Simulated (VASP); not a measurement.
# Zn4SeO3 (P1) in VASP: relaxation of cell and atoms with PBE

Aim: the relaxation of cell and atoms of Zn4SeO3 with PBE.

Program: VASP 6.6.1. These are calculated values, not measurements. Logs are shortened: lines on timing, memory, paths and dates and some standing lists are left out, and cuts for length are marked.

## 1. The cell of the first run

The typed cell holds 8 atoms: a = 4.831 Å, b = 4.958 Å, c = 4.815 Å, α = 89.97°, β = 90.00°, γ = 90.19°.

## 2. Relaxation of cell and atoms, PBE

Input file INCAR:

```
SYSTEM = Zn4SeO3
PREC = Accurate
ENCUT = 600
EDIFF = 1E-7
ISMEAR = 0
SIGMA = 0.2
LREAL = .FALSE.
LASPH = .TRUE.
NELM = 60
ALGO = Normal
ISIF = 3
LWAVE = .FALSE.
LCHARG = .FALSE.
GGA = PE
IBRION = 2
NSW = 80
EDIFFG = -0.025
```

Input file KPOINTS:

```
Automatic mesh
0
G
  4 4 4
  0 0 0
```

Input file POSCAR:

```
Zn4SeO3
1.0
    4.8306221561     -0.0081773921      0.0001633537
   -0.0081773921      4.9580603726      0.0011683483
    0.0001633537      0.0011683483      4.8146874477
Zn Se O
4 1 3
Direct
    0.2697824311      0.2770239816      0.2762956546
    0.2671048515      0.6909150393      0.7154933569
    0.7134657627      0.2580118824      0.7375571875
    0.7366679673      0.7597610474      0.2901401128
    0.0059377499      0.0183380877     -0.0409691535
    0.4846162197      0.4795945269      1.0137449963
    0.5008325373      1.0026405255      0.5031784148
    1.0215924805      0.5137149092      0.5045594306
```

Potentials or basis: VASP PAW PBE potentials, release 64 (Zn, Se, O).

Run with:

```
$ cat potpaw_PBE.64/Zn/POTCAR potpaw_PBE.64/Se/POTCAR potpaw_PBE.64/O/POTCAR > POTCAR
$ mpirun -np 1 vasp_std > vasp.out
```

OUTCAR:

```text
SYSTEM = Zn4SeO3
   PREC = Accurate
   ENCUT = 600
   EDIFF = 1E-7
   ISMEAR = 0
   LREAL = .FALSE.
   LASPH = .TRUE.
   NELM = 60
   ISIF = 3
   GGA = PE
   IBRION = 2
   NSW = 80
   EDIFFG = -0.025

 ion  position               nearest neighbor table
   1  0.270  0.277  0.276-   6 1.92   8 2.01   7 2.07   5 2.37   2 2.95
   2  0.267  0.691  0.715-   8 1.79   6 2.07   7 2.17   5 2.37   1 2.95
   3  0.713  0.258  0.738-   7 1.98   6 2.05   5 2.13   8 2.25
   4  0.737  0.760  0.290-   7 1.95   8 2.11   6 2.27   5 2.42
   5  0.006  0.018  0.959-   3 2.13   1 2.37   2 2.37   4 2.42
   6  0.485  0.480  0.014-   1 1.92   3 2.05   2 2.07   4 2.27
   7  0.501  0.003  0.503-   4 1.95   3 1.98   1 2.07   2 2.17
   8  0.022  0.514  0.505-   2 1.79   1 2.01   4 2.11   3 2.25

  LATTYP: Found a triclinic cell.
 ALAT       =     6.9106668850
 B/A-ratio  =     0.6990105529
 C/A-ratio  =     0.6967037585
 COS(alpha) =     0.0000673336
 COS(beta)  =     0.0003901901
 COS(gamma) =     0.6966127451

  Lattice vectors:

 A1 = (  -4.8224447640,  -4.9498829805,  -0.0013317020)
 A2 = (  -4.8306221561,   0.0081773921,  -0.0001633537)
 A3 = (  -0.0001633537,  -0.0011683483,  -4.8146874477)

Analysis of symmetry for initial positions (statically):
=====================================================================
 Subroutine PRICEL returns:
 Original cell was already a primitive cell.

 Routine SETGRP: Setting up the symmetry group for a
 triclinic supercell.

 Subroutine GETGRP returns: Found  1 space group operations
 (whereof  1 operations were pure point group operations)
 out of a pool of  2 trial point group operations.

The static configuration has the point symmetry C_1 .

Analysis of symmetry for dynamics (positions and initial velocities):
=====================================================================
 Subroutine PRICEL returns:
 Original cell was already a primitive cell.

 Routine SETGRP: Setting up the symmetry group for a
 triclinic supercell.

 Subroutine GETGRP returns: Found  1 space group operations
 (whereof  1 operations were pure point group operations)
 out of a pool of  2 trial point group operations.

The dynamic configuration has the point symmetry C_1 .

 Subroutine INISYM returns: Found  1 space group operations
 (whereof  1 operations are pure point group operations),
 and found     1 'primitive' translations

----------------------------------------------------------------------------------------

                                     Primitive cell

  volume of cell :     115.3139

  direct lattice vectors                    reciprocal lattice vectors
     4.830622156 -0.008177392  0.000163354     0.207013250  0.000341431 -0.000007106
    -0.008177392  4.958060373  0.001168348     0.000341431  0.201692350 -0.000048955
     0.000163354  0.001168348  4.814687448    -0.000007106 -0.000048955  0.207697814

  length of vectors
     4.830629080  4.958067254  4.814687592     0.207013532  0.201692645  0.207697820

  position of ions in fractional coordinates (direct lattice)
     0.269782431  0.277023982  0.276295655
     0.267104852  0.690915039  0.715493357
     0.713465763  0.258011882  0.737557188
     0.736667967  0.759761047  0.290140113
     0.005937750  0.018338088  0.959030846
     0.484616220  0.479594527  0.013744996
     0.500832537  0.002640525  0.503178415
     0.021592480  0.513714909  0.504559431

  ion indices of the primitive-cell ions
   primitive index   ion index
                 1           1
                 2           2
                 3           3
                 4           4
                 5           5
                 6           6
                 7           7
                 8           8

----------------------------------------------------------------------------------------

 KPOINTS: Automatic mesh

Automatic generation of k-mesh.
 Grid dimensions read from file:
 generate k-points for:    4    4    4

 Generating k-lattice:

  Cartesian coordinates                     Fractional coordinates (reciprocal lattice)
     0.051753313  0.000085358 -0.000001777     0.250000000 -0.000000000  0.000000000
     0.000085358  0.050423088 -0.000012239     0.000000000  0.250000000  0.000000000
    -0.000001777 -0.000012239  0.051924454     0.000000000  0.000000000  0.250000000

  Length of vectors
     0.051753383  0.050423161  0.051924455

  Shift w.r.t. Gamma in fractional coordinates (k-lattice)
     0.000000000  0.000000000  0.000000000

 Subroutine IBZKPT returns following result:
 ===========================================

 Found     36 irreducible k-points:

 Following reciprocal coordinates:
            Coordinates               Weight
  0.000000  0.000000  0.000000      1.000000
  0.250000  0.000000  0.000000      2.000000
  0.500000  0.000000  0.000000      1.000000
 -0.000000  0.250000 -0.000000      2.000000
  0.250000  0.250000 -0.000000      2.000000
  0.500000  0.250000 -0.000000      2.000000
[... 16 lines left out ...]
  0.000000 -0.250000  0.250000      2.000000
  0.250000 -0.250000  0.250000      2.000000
 [... further k-points ...]
   k-points           NKPTS =     36   k-points in BZ     NKDIM =     36   number of bands    NBANDS=     43
   number of dos      NEDOS =    301   number of ions     NIONS =      8
   total plane-waves  NPLWV =  64000
   dimension x,y,z NGX =    40 NGY =   40 NGZ =   40
   dimension x,y,z NGXF=    80 NGYF=   80 NGZF=   80
   ions per type =               4   1   3
   NGX,Y,Z   is equivalent  to a cutoff of  13.77, 13.41, 13.81 a.u.
   NGXF,Y,Z  is equivalent  to a cutoff of  27.53, 26.82, 27.62 a.u.
 SYSTEM =  Zn4SeO3
   PREC   = accura    normal or accurate (medium, high low for compatibility)
   ISTART =      0    job   : 0-new  1-cont  2-samecut
   ICHARG =      2    charge: 1-file 2-atom 10-const
   ISPIN  =      1    spin polarized calculation?
   LNONCOLLINEAR =      F non collinear calculations
   LSORBIT =      F    spin-orbit coupling
   LASPH  =      T    aspherical Exc in radial PAW
   ENCUT  =  600.0 eV  44.10 Ry    6.64 a.u.   9.65  9.90  9.62*2*pi/ulx,y,z
   NELM   =     60;   NELMIN=  2; NELMDL= -5     # of ELM steps
   EDIFF  = 0.1E-06   stopping-criterion for ELM
   LREAL  =      F    real-space projection
   EDIFFG = -.3E-01   stopping-criterion for IOM
   NSW    =     80    number of steps for IOM
   IBRION =      2    ionic relax: 0-MD 1-quasi-New 2-CG
   NFREE  =      1    steps in history (QN), initial steepest desc. (CG)
   ISIF   =      3    stress and relaxation
   ISYM   =      2    0-nonsym 1-usesym 2-fastsym
   POTIM  = 0.5000    time-step for ionic-motion
   TEBEG  =    0.0;   TEEND  =   0.0 temperature during run
   PSTRESS=    0.0 pullay stress
   NELECT =      72.0000    total number of electrons
   NUPDOWN=      -1.0000    fix difference up-down
   EMIN   =  10.00;   EMAX   =-10.00  energy-range for DOS
   EFERMI =   0.00;   METHOD = LEGACY
   ISMEAR =     0;   SIGMA  =   0.20  broadening in eV -4-tet -1-fermi 0-gaus
   EFERMI_NEDOS =   21; number of points for ismear=-14 and -15
   IALGO  =     38    algorithm
   IMIX   =      4    mixing-type and parameters
     AMIX     =   0.40;   BMIX     =  1.00
     AMIX_MAG =   1.60;   BMIX_MAG =  1.00
  volume/ion in A,a.u.               =      14.41        97.27
  Fermi-wavevector in a.u.,A,eV,Ry     =   1.399239  2.644177 26.638417  1.957868
  Thomas-Fermi vector in A             =   2.522318
   LORBIT       =      0    0 simple, 1 ext, 2 COOP (PROOUT), +10 PAW based schemes
   GGA     = PE    functional components
   LHFCALC =     F    Hartree Fock is set to
   AEXX    =    0.0000 exact exchange contribution
   IVDW    =     0    specifies the selected vdW correction
   LEPSILON=     F    determine dielectric tensor
   LRPA    =     F    only Hartree local field effects (RPA)
 conjugate gradient relaxation of ions
 non-spin polarized calculation
 Gauss-broadening in eV      SIGMA  =   0.20
  energy-cutoff  :      600.00
  volume of cell :      115.31
 maximum number of plane-waves:      3871
 NGX is ok and might be reduce to    40
   NGX = 19   NGY = 19   NGZ = 19

--------------------------------------- Ionic step        1  -------------------------------------------

 number of electron      71.9999987 magnetization

 Free energy of the ion-electron system (eV)
  ---------------------------------------------------
  ext. energy  EPLUGINS =         0.00000000
  ---------------------------------------------------
  free energy    TOTEN  =       -30.88371515 eV

  energy without entropy =      -30.87781928  energy(sigma->0) =      -30.88076722

------------------------ aborting loop because EDIFF is reached ----------------------------------------

  FORCE on cell =-STRESS in cart. coord.  units (eV):
  Direction    XX          YY          ZZ          XY          YZ          ZX
  --------------------------------------------------------------------------------------
  -------------------------------------------------------------------------------------
  Total        5.5944829      3.0764129      4.0455761     -0.6633382      0.8283824      2.8935857
  in kB       77.7300217     42.7438334     56.2094338     -9.2164541     11.5095866     40.2036229
  external PRESSURE =      58.8944296 kB  Pullay stress =       0.0000000 kB
[... 107 lines left out ...]
  FREE ENERGIE OF THE ION-ELECTRON SYSTEM (eV)
  ---------------------------------------------------
  free  energy   TOTEN  =       -31.5273100984 eV

  energy  without entropy=      -31.5193362978  energy(sigma->0) =      -31.52332320

[... ionic steps 4 to 13 ...]

--------------------------------------- Ionic step       14  -------------------------------------------

 number of electron      71.9999973 magnetization

------------------------ aborting loop because EDIFF is reached ----------------------------------------

  FORCE on cell =-STRESS in cart. coord.  units (eV):
  Direction    XX          YY          ZZ          XY          YZ          ZX
  --------------------------------------------------------------------------------------
  -------------------------------------------------------------------------------------
  Total       -0.0598108      0.0081163     -0.1142030     -0.0490404     -0.0003869     -0.0013905
  in kB       -0.8140567      0.1104669     -1.5543632     -0.6674657     -0.0052658     -0.0189254
  external PRESSURE =      -0.7526510 kB  Pullay stress =       0.0000000 kB
[... 69 lines left out ...]
  energy  without entropy=      -31.7204639829  energy(sigma->0) =      -31.72445991

--------------------------------------- Ionic step       16  -------------------------------------------

 number of electron      71.9999971 magnetization

 Free energy of the ion-electron system (eV)
  ---------------------------------------------------
  ext. energy  EPLUGINS =         0.00000000
  ---------------------------------------------------
  free energy    TOTEN  =       -31.72889684 eV

  energy without entropy =      -31.72092134  energy(sigma->0) =      -31.72490909

 E-fermi :   1.4096     XC(G=0): -10.3348

 val. band max:        1.3012622472   @ k =   0.0000   0.0000   0.0000
 cond. band min:       2.5630306564   @ k =   0.0000  -0.0000   0.2500
 fundamental gap:      1.2617684092
 Fermi energy:         1.4095720217

 k-point     1 :       0.0000    0.0000    0.0000
  band No.  band energies     occupation
      1     -16.2717      2.00000
      2     -15.7797      2.00000
      3     -15.7704      2.00000
      4     -10.9095      2.00000
      5      -4.9649      2.00000
      6      -4.9615      2.00000
[... 1093 lines left out ...]
     42       8.1348      0.00000
     43       8.2964      0.00000

 [... further k-points ...]

------------------------ aborting loop because EDIFF is reached ----------------------------------------

  FORCE on cell =-STRESS in cart. coord.  units (eV):
  Direction    XX          YY          ZZ          XY          YZ          ZX
  --------------------------------------------------------------------------------------
  -------------------------------------------------------------------------------------
  Total        0.0351515      0.0642585     -0.0077263      0.0113047     -0.0118074      0.0036842
  in kB        0.4789907      0.8756156     -0.1052823      0.1540434     -0.1608930      0.0502022
  external PRESSURE =       0.4164413 kB  Pullay stress =       0.0000000 kB
[... 23 lines left out ...]
  FREE ENERGIE OF THE ION-ELECTRON SYSTEM (eV)
  ---------------------------------------------------
  free  energy   TOTEN  =       -31.7288968377 eV

  energy  without entropy=      -31.7209213387  energy(sigma->0) =      -31.72490909

 reached required accuracy - stopping structural energy minimisation
```

Wall time 35 min (1 thread of Intel Xeon Platinum 8259CL at 2.50GHz (Skylake/Cascade Lake), shared host); peak memory 0.37 GiB.

What came out:

* Free energy: -31.7289 eV
* Relaxed volume: 14.70 Å³/atom
* Relaxed cell: a = 4.900 Å, b = 4.892 Å, c = 4.905 Å, α = 89.97°, β = 89.98°, γ = 90.04°
* Space group after relaxing (to 0.1 Å): P-43m (No. 215)
* Energy gained by relaxing: 105.6 meV/atom
* Ionic steps: 16
* Pressure after relaxing: 0.0 GPa
* Largest force after relaxing: 0.022 eV/Å
* Band gap on the k mesh: zero (filled and empty bands touch)

Forces in eV/Å, atoms in the order of the input:
```
Zn   0.011  0.002 -0.013
Zn   0.001  0.005  0.016
Zn   0.003 -0.007  0.005
Zn  -0.019  0.003  0.004
Se   0.005 -0.003  0.012
O   -0.011 -0.001  0.003
O   -0.009  0.006 -0.017
O    0.019 -0.006 -0.009
```

Stress tensor (GPa, compression positive):
```
 0.05  0.02  0.01
 0.02  0.09 -0.02
 0.01 -0.02 -0.01
```

Step by step:
| step | energy change (eV) | largest force (eV/Å) | pressure (GPa) | volume (Å³) |
| --- | --- | --- | --- | --- |
| 1 | 0.0000 | 3.1438 | 5.89 | 115.31 |
| 2 | -0.5544 | 0.8792 | -4.43 | 124.34 |
| 3 | -0.6436 | 0.8263 | -2.21 | 121.21 |
| 4 | -0.7406 | 0.4923 | -0.29 | 118.33 |
| 5 | -0.7576 | 0.5356 | 1.10 | 116.61 |
| 6 | -0.7961 | 0.3333 | 0.30 | 117.21 |
| 7 | -0.8051 | 0.2328 | -0.23 | 117.69 |
| 8 | -0.8179 | 0.2219 | 0.03 | 117.42 |
| 9 | -0.8229 | 0.2769 | 0.38 | 117.09 |
| 10 | -0.8330 | 0.1637 | 0.09 | 117.47 |
| 11 | -0.8373 | 0.1452 | -0.27 | 117.94 |
| 12 | -0.8424 | 0.0918 | -0.01 | 117.64 |
| 13 | -0.8434 | 0.0877 | 0.18 | 117.43 |
| 14 | -0.8447 | 0.0418 | -0.08 | 117.72 |
| 15 | -0.8447 | 0.0412 | -0.15 | 117.80 |
| 16 | -0.8452 | 0.0218 | 0.04 | 117.58 |

Final structure:
```cif
data_structure
_symmetry_space_group_name_H-M 'P 1'
_symmetry_Int_Tables_number 1
_cell_length_a 4.8997
_cell_length_b 4.8921
_cell_length_c 4.9054
_cell_angle_alpha 89.971
_cell_angle_beta 89.983
_cell_angle_gamma 90.039
_cell_volume 117.58
loop_
_atom_site_label
_atom_site_type_symbol
_atom_site_fract_x
_atom_site_fract_y
_atom_site_fract_z
_atom_site_occupancy
Zn1 Zn 0.27677 0.27698 0.27832 1
Zn2 Zn 0.27756 0.72208 0.72227 1
Zn3 Zn 0.72175 0.27782 0.72295 1
Zn4 Zn 0.72361 0.72281 0.27672 1
Se1 Se 0.00047 0.00048 0.99894 1
O1 O 0.49998 0.50004 0.00038 1
O2 O 0.50046 0.99966 0.50018 1
O3 O 0.99940 0.50013 0.50024 1
```

Caveat: semilocal functionals underestimate gaps, and a narrow one can read as zero.

The gap in the log of VASP goes by the Fermi energy; the results here count the filled bands.